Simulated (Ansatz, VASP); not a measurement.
## Two plane-wave programs on PbS

```
CELL_PARAMETERS angstrom
2.95040 -2.96479 0.28833
2.95040 2.96479 0.28833
-0.58434 0.00000 5.91981
ATOMIC_POSITIONS crystal
Pb 0.74996 0.74996 0.75010
Pb 0.25004 0.25004 0.24990
S 0.25008 0.25008 0.75027
S 0.74992 0.74992 0.24973
```

Alike in both runs: functional PBE; dispersion D3(BJ); k mesh 6 × 6 × 4; occupations gaussian, width 0.02 eV; no spin polarisation.

Ansatz relaxed the structure, and its values are those at the end. VASP's run is a single point on that final structure, the one shown.

```csv
,VASP,Ansatz
version,VASP 6.6.1,Ansatz 0.2.0
potentials or method,"VASP PAW PBE potentials, release 64 (Pb_d, S), cutoff 520 eV","scalar-relativistic, plane waves, PAW"
valence electrons in the cell,40,40
```

VASP gave:

```
gap on the k mesh at the Fermi level (eV) : 0.37
least direct gap on the mesh (eV)         : 0.37
pressure (GPa)                            : -0.1
```

Task: Which values does Ansatz return?

Result: gap on the k mesh at the Fermi level (eV): 0.36; least direct gap on the mesh (eV): 0.36; pressure (GPa): 0.0.

Ansatz's warnings: relaxed geometry near dispersion switch.

Neither program's run includes spin-orbit coupling.
